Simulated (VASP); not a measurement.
# AlCu (Pm-3m) in VASP: further runs

Runs on AlCu. Level: r2SCAN. Tasks: single point.

Program: VASP 6.6.1. These are calculated values, not measurements. Logs are shortened: lines on timing, memory, paths and dates and some standing lists are left out, and cuts for length are marked.

### Step 1. The cell of the first run

Symmetry: Pm-3m, No. 221, cubic system. The conventional cell has a = 2.833 Å, b = 2.833 Å, c = 2.833 Å, α = 90.00°, β = 90.00°, γ = 90.00°. Within 3.2 Å of Al (site symmetry m-3m) lie 8 Cu at 2.45 Å and 6 Al at 2.83 Å. Within 3.2 Å of Cu (site symmetry m-3m) lie 8 Al at 2.45 Å and 6 Cu at 2.83 Å.

### Step 2. Single point, r2SCAN (volume scaled by 0.88)

File POSCAR:

```
AlCu
1.0
    2.8334967594      0.0000000000      0.0000000000
    0.0000000000      2.8334967594      0.0000000000
    0.0000000000      0.0000000000      2.8334967594
Al Cu
1 1
Direct
    0.0000000000      0.0000000000      0.0000000000
    0.5000000000      0.5000000000      0.5000000000
```

File INCAR.step1:

```
ALGO = Normal
EDIFF = 1E-4
ENCUT = 520
GGA = PE
ISMEAR = 0
LASPH = T
LCHARG = F
LREAL = F
LWAVE = T
NBANDS = 14
NELM = 60
PREC = Accurate
SIGMA = 0.1
```

File INCAR.step2:

```
ALGO = Normal
EDIFF = 1E-7
ENCUT = 520
ISIF = 2
ISMEAR = 0
ISTART = 1
LASPH = T
LCHARG = F
LMIXTAU = T
LREAL = F
LWAVE = F
METAGGA = R2SCAN
NBANDS = 14
NELM = 60
PREC = Accurate
SIGMA = 0.1
```

File KPOINTS:

```
k-points
0
Gamma
  14 14 14
```

Potentials or basis: VASP PAW PBE potentials, release 64 (Al, Cu).

Launch:

```sh
cat potpaw_PBE.64/Al/POTCAR potpaw_PBE.64/Cu/POTCAR > POTCAR
cp INCAR.step1 INCAR
mpirun -np 1 vasp_std > vasp.out
cp INCAR.step2 INCAR
mpirun -np 1 vasp_std > vasp.out
```

OUTCAR:

```text
EDIFF = 1E-7
   ENCUT = 520
   ISIF = 2
   ISMEAR = 0
   ISTART = 1
   LASPH = T
   LREAL = F
   METAGGA = R2SCAN
   NELM = 60
   PREC = Accurate

 ion  position               nearest neighbor table
   1  0.000  0.000  0.000-   2 2.45   2 2.45   2 2.45   2 2.45   2 2.45   2 2.45   2 2.45   2 2.45

   2  0.500  0.500  0.500-   1 2.45   1 2.45   1 2.45   1 2.45   1 2.45   1 2.45   1 2.45   1 2.45

  LATTYP: Found a simple cubic cell.
 ALAT       =     2.8334967594

  Lattice vectors:

 A1 = (   2.8334967594,   0.0000000000,   0.0000000000)
 A2 = (   0.0000000000,   2.8334967594,   0.0000000000)
 A3 = (   0.0000000000,   0.0000000000,   2.8334967594)

Analysis of symmetry for initial positions (statically):
=====================================================================
 Subroutine PRICEL returns:
 Original cell was already a primitive cell.

 Routine SETGRP: Setting up the symmetry group for a
 simple cubic supercell.

 Subroutine GETGRP returns: Found 48 space group operations
[... 9 lines left out ...]

 Routine SETGRP: Setting up the symmetry group for a
 simple cubic supercell.

 Subroutine GETGRP returns: Found 48 space group operations
[... 11 lines left out ...]
                                     Primitive cell

  volume of cell :      22.7493

  direct lattice vectors                    reciprocal lattice vectors
     2.833496759  0.000000000  0.000000000     0.352920820  0.000000000  0.000000000
     0.000000000  2.833496759  0.000000000     0.000000000  0.352920820  0.000000000
     0.000000000  0.000000000  2.833496759     0.000000000  0.000000000  0.352920820

  length of vectors
     2.833496759  2.833496759  2.833496759     0.352920820  0.352920820  0.352920820

  position of ions in fractional coordinates (direct lattice)
     0.000000000  0.000000000  0.000000000
     0.500000000  0.500000000  0.500000000

  ion indices of the primitive-cell ions
   primitive index   ion index
                 1           1
                 2           2

----------------------------------------------------------------------------------------

 KPOINTS: k-points

Automatic generation of k-mesh.
 Grid dimensions read from file:
 generate k-points for:   14   14   14

 Generating k-lattice:

  Cartesian coordinates                     Fractional coordinates (reciprocal lattice)
     0.025208630  0.000000000  0.000000000     0.071428571  0.000000000  0.000000000
     0.000000000  0.025208630  0.000000000     0.000000000  0.071428571  0.000000000
     0.000000000  0.000000000  0.025208630     0.000000000  0.000000000  0.071428571

  Length of vectors
     0.025208630  0.025208630  0.025208630

  Shift w.r.t. Gamma in fractional coordinates (k-lattice)
     0.000000000  0.000000000  0.000000000

 Subroutine IBZKPT returns following result:
 ===========================================

 Found    120 irreducible k-points:

 Following reciprocal coordinates:
            Coordinates               Weight
  0.000000  0.000000  0.000000      1.000000
  0.071429  0.000000  0.000000      6.000000
  0.142857  0.000000  0.000000      6.000000
  0.214286  0.000000  0.000000      6.000000
  0.285714  0.000000  0.000000      6.000000
  0.357143  0.000000  0.000000      6.000000
[... 16 lines left out ...]
  0.285714  0.214286  0.000000     24.000000
  0.357143  0.214286  0.000000     24.000000
 [... further k-points ...]
   k-points           NKPTS =    120   k-points in BZ     NKDIM =    120   number of bands    NBANDS=     14
   number of dos      NEDOS =    301   number of ions     NIONS =      2
   total plane-waves  NPLWV =  13824
   dimension x,y,z NGX =    24 NGY =   24 NGZ =   24
   dimension x,y,z NGXF=    48 NGYF=   48 NGZF=   48
   ions per type =               1   1
   NGX,Y,Z   is equivalent  to a cutoff of  14.08, 14.08, 14.08 a.u.
   NGXF,Y,Z  is equivalent  to a cutoff of  28.16, 28.16, 28.16 a.u.
 SYSTEM =  unknown system
   PREC   = accura    normal or accurate (medium, high low for compatibility)
   ISTART =      1    job   : 0-new  1-cont  2-samecut
   ICHARG =      0    charge: 1-file 2-atom 10-const
   ISPIN  =      1    spin polarized calculation?
   LNONCOLLINEAR =      F non collinear calculations
   LSORBIT =      F    spin-orbit coupling
   LASPH  =      T    aspherical Exc in radial PAW
   ENCUT  =  520.0 eV  38.22 Ry    6.18 a.u.   5.27  5.27  5.27*2*pi/ulx,y,z
   NELM   =     60;   NELMIN=  2; NELMDL=  0     # of ELM steps
   EDIFF  = 0.1E-06   stopping-criterion for ELM
   LREAL  =      F    real-space projection
   EDIFFG = 0.1E-05   stopping-criterion for IOM
   NSW    =      0    number of steps for IOM
   IBRION =     -1    ionic relax: 0-MD 1-quasi-New 2-CG
   NFREE  =      0    steps in history (QN), initial steepest desc. (CG)
   ISIF   =      2    stress and relaxation
   ISYM   =      2    0-nonsym 1-usesym 2-fastsym
   POTIM  = 0.5000    time-step for ionic-motion
   TEBEG  =    0.0;   TEEND  =   0.0 temperature during run
   PSTRESS=    0.0 pullay stress
   NELECT =      14.0000    total number of electrons
   NUPDOWN=      -1.0000    fix difference up-down
   EMIN   =  10.00;   EMAX   =-10.00  energy-range for DOS
   EFERMI =   0.00;   METHOD = LEGACY
   ISMEAR =     0;   SIGMA  =   0.10  broadening in eV -4-tet -1-fermi 0-gaus
   EFERMI_NEDOS =   21; number of points for ismear=-14 and -15
   IALGO  =     38    algorithm
   IMIX   =      4    mixing-type and parameters
     AMIX     =   0.40;   BMIX     =  1.00
     AMIX_MAG =   1.60;   BMIX_MAG =  1.00
  volume/ion in A,a.u.               =      11.37        76.76
  Fermi-wavevector in a.u.,A,eV,Ry     =   1.392499  2.631441 26.382412  1.939053
  Thomas-Fermi vector in A             =   2.516236
   LORBIT       =      0    0 simple, 1 ext, 2 COOP (PROOUT), +10 PAW based schemes
   METAGGA = R2SCAN    functional components
   LHFCALC =     F    Hartree Fock is set to
   AEXX    =    0.0000 exact exchange contribution
   IVDW    =     0    specifies the selected vdW correction
   LEPSILON=     F    determine dielectric tensor
   LRPA    =     F    only Hartree local field effects (RPA)
 non-spin polarized calculation
 Gauss-broadening in eV      SIGMA  =   0.10
  energy-cutoff  :      520.00
  volume of cell :       22.75
 maximum number of plane-waves:       624
 NGX is ok and might be reduce to    24
   NGX = 11   NGY = 11   NGZ = 11

 number of electron      13.9999993 magnetization

 Free energy of the ion-electron system (eV)
  ---------------------------------------------------
  ext. energy  EPLUGINS =         0.00000000
  ---------------------------------------------------
  free energy    TOTEN  =       -17.70225631 eV

  energy without entropy =      -17.69963035  energy(sigma->0) =      -17.70094333

 E-fermi :  11.2970     XC(G=0): -13.3122

 val. band max:       11.2769712470   @ k =   0.5000   0.4286   0.2143
 cond. band min:      11.2996482658   @ k =   0.4286   0.4286   0.2143
 fundamental gap:      0.0226770187
 Fermi energy:        11.2970133119

 k-point     1 :       0.0000    0.0000    0.0000
  band No.  band energies     occupation
      1      -2.3219      2.00000
      2       5.1304      2.00000
      3       5.1304      2.00000
      4       6.5815      2.00000
      5       6.5815      2.00000
      6       6.5815      2.00000
      7      15.8601      0.00000
      8      15.8601      0.00000
      9      15.8601      0.00000
     10      17.9981      0.00000
     11      17.9981      0.00000
     12      25.1366      0.00000
     13      32.4078      0.00000
     14      32.4078      0.00000

 k-point     2 :       0.0714    0.0000    0.0000
  band No.  band energies     occupation
      1      -2.2198      2.00000
      2       5.1359      2.00000
      3       5.1485      2.00000
      4       6.5499      2.00000
      5       6.5499      2.00000
      6       6.5851      2.00000
      7      14.5763      0.00000
      8      15.9831      0.00000
      9      15.9831      0.00000
     10      18.0259      0.00000
     11      19.1757      0.00000
     12      25.4814      0.00000
     13      31.2611      0.00000
     14      31.2611      0.00000

 k-point     3 :       0.1429    0.0000    0.0000
  band No.  band energies     occupation
      1      -1.9151      2.00000
      2       5.1381      2.00000
      3       5.1999      2.00000
      4       6.4635      2.00000
      5       6.4635      2.00000
      6       6.5950      2.00000
      7      12.6594      0.00000
      8      16.3440      0.00000
      9      16.3440      0.00000
     10      18.1084      0.00000
     11      20.7226      0.00000
     12      26.5727      0.00000
     13      29.3856      0.00000
     14      29.3856      0.00000
[... 324 lines left out ...]
 k-point    23 :       0.2857    0.2143    0.0000
  band No.  band energies     occupation
      1       0.1406      2.00000
      2       5.0740      2.00000
      3       5.4405      2.00000
      4       6.0014      2.00000
      5       6.2536      2.00000
      6       6.4068      2.00000
      7       9.7603      2.00000
      8      12.7210      0.00000
      9      18.7195      0.00000
     10      19.2787      0.00000
     11      22.2562      0.00000
     12      26.4190      0.00000
     13      27.0026      0.00000
     14      28.6048      0.00000

 k-point    24 :       0.3571    0.2143    0.0000
  band No.  band energies     occupation
      1       0.9702      2.00000
      2       4.6413      2.00000
      3       5.5569      2.00000
      4       6.0093      2.00000
      5       6.1505      2.00000
      6       6.4229      2.00000
      7       8.5563      2.00000
      8      13.4305      0.00000
      9      18.0430      0.00000
     10      19.6411      0.00000
     11      22.3896      0.00000
     12      24.8130      0.00000
     13      27.1317      0.00000
     14      29.0262      0.00000

 [... further k-points ...]

------------------------ aborting loop because EDIFF is reached ----------------------------------------

  FORCE on cell =-STRESS in cart. coord.  units (eV):
  Direction    XX          YY          ZZ          XY          YZ          ZX
  --------------------------------------------------------------------------------------
  -------------------------------------------------------------------------------------
  Total        3.1932170      3.1932170      3.1932170     -0.0000000      0.0000000      0.0000000
  in kB      224.8903675    224.8903675    224.8903675     -0.0000000      0.0000000      0.0000000
  external PRESSURE =     224.8903675 kB  Pullay stress =       0.0000000 kB

 VOLUME and BASIS-vectors are now :
 -----------------------------------------------------------------------------
  energy-cutoff  :      520.00
  volume of cell :       22.75
      direct lattice vectors                 reciprocal lattice vectors
     2.833496759  0.000000000  0.000000000     0.352920820  0.000000000  0.000000000
     0.000000000  2.833496759  0.000000000     0.000000000  0.352920820  0.000000000
     0.000000000  0.000000000  2.833496759     0.000000000  0.000000000  0.352920820

 POSITION                                       TOTAL-FORCE (eV/Angst)
 -----------------------------------------------------------------------------------
      0.00000      0.00000      0.00000         0.000000      0.000000      0.000000
      1.41675      1.41675      1.41675         0.000000      0.000000      0.000000
 -----------------------------------------------------------------------------------
    total drift:                                0.000000     -0.000000     -0.000000

  FREE ENERGIE OF THE ION-ELECTRON SYSTEM (eV)
  ---------------------------------------------------
  free  energy   TOTEN  =       -17.7022563129 eV

  energy  without entropy=      -17.6996303461  energy(sigma->0) =      -17.70094333
```

It took 56 s on 1 thread of Intel Xeon 6975P-C (Granite Rapids), shared host; peak memory 0.17 GiB.

Results:

| Property | Result |
| --- | --- |
| Free energy | -17.7023 eV |
| Pressure | 22.5 GPa |
| Band gap on the k mesh | zero (band 7 reaches 15.86 eV, above the bottom of band 8 at 10.38 eV) |

Levels at points of the mesh, in eV from the Fermi level:
```csv
k point,band 3,band 4,band 5,band 6,band 7,band 8,band 9,band 10,band 11,band 12
"(0.00, 0.00, 0.00)",-6.17,-4.72,-4.72,-4.72,4.56,4.56,4.56,6.70,6.70,13.84
"(0.50, 0.00, 0.00)",-5.78,-5.29,-5.29,-4.64,-3.76,7.51,9.08,9.08,10.48,10.48
"(0.50, 0.50, 0.00)",-5.17,-5.17,-4.74,-4.74,-4.27,-0.92,0.46,12.68,14.47,14.47
"(0.50, 0.50, 0.50)",-6.77,-4.24,-4.24,0.29,0.29,0.29,2.63,2.63,2.63,3.76
```

Caveat: the PAW data sets were made with another functional, which shifts forces and pressure a little.

### Step 3. Single point, r2SCAN (volume scaled by 0.91)

File POSCAR:

```
AlCu
1.0
    2.8653364667      0.0000000000      0.0000000000
    0.0000000000      2.8653364667      0.0000000000
    0.0000000000      0.0000000000      2.8653364667
Al Cu
1 1
Direct
    0.0000000000      0.0000000000      0.0000000000
    0.5000000000      0.5000000000      0.5000000000
```

File INCAR.step1:

```
SYSTEM = AlCu
ALGO = Normal
EDIFF = 1E-4
ENCUT = 520
GGA = PE
ISMEAR = 0
LASPH = .TRUE.
LCHARG = .FALSE.
LREAL = .FALSE.
LWAVE = .TRUE.
NBANDS = 14
NELM = 60
PREC = Accurate
SIGMA = 0.1
```

File INCAR.step2:

```
SYSTEM = AlCu
ALGO = Normal
EDIFF = 1E-7
ENCUT = 520
ISIF = 2
ISMEAR = 0
ISTART = 1
LASPH = .TRUE.
LCHARG = .FALSE.
LMIXTAU = .TRUE.
LREAL = .FALSE.
LWAVE = .FALSE.
METAGGA = R2SCAN
NBANDS = 14
NELM = 60
PREC = Accurate
SIGMA = 0.1
```

File KPOINTS:

```
k-points
0
G
  14 14 14
  0 0 0
```

Potentials or basis: VASP PAW PBE potentials, release 64 (Al, Cu).

Launch:

```sh
cat potpaw_PBE.64/Al/POTCAR potpaw_PBE.64/Cu/POTCAR > POTCAR
cp INCAR.step1 INCAR
mpirun -np 1 vasp_std > vasp.out
cp INCAR.step2 INCAR
mpirun -np 1 vasp_std > vasp.out
```

Wall time 47 s (1 thread of Intel Xeon 6975P-C (Granite Rapids), shared host); peak memory 0.17 GiB.

The run converged. Its results:

| Quantity | Value |
| --- | --- |
| Free energy | -17.7938 eV |
| Pressure | 15.2 GPa |
| Band gap on the k mesh | zero (band 7 reaches 15.28 eV, above the bottom of band 8 at 9.91 eV) |

Levels at points of the mesh, in eV from the Fermi level:
```
           k point  band 5  band 6  band 7  band 8  band 9  band 10
(0.00, 0.00, 0.00)   -4.57   -4.57    4.46    4.46    4.46     6.65
(0.50, 0.00, 0.00)   -5.12   -4.51   -3.67    7.51    8.96     8.96
(0.50, 0.50, 0.00)   -4.59   -4.59   -4.15   -0.91    0.35    12.32
(0.50, 0.50, 0.50)   -4.13    0.38    0.38    0.38    2.54     2.54
```

Caveat: the PAW data sets were made with another functional, which shifts forces and pressure a little.
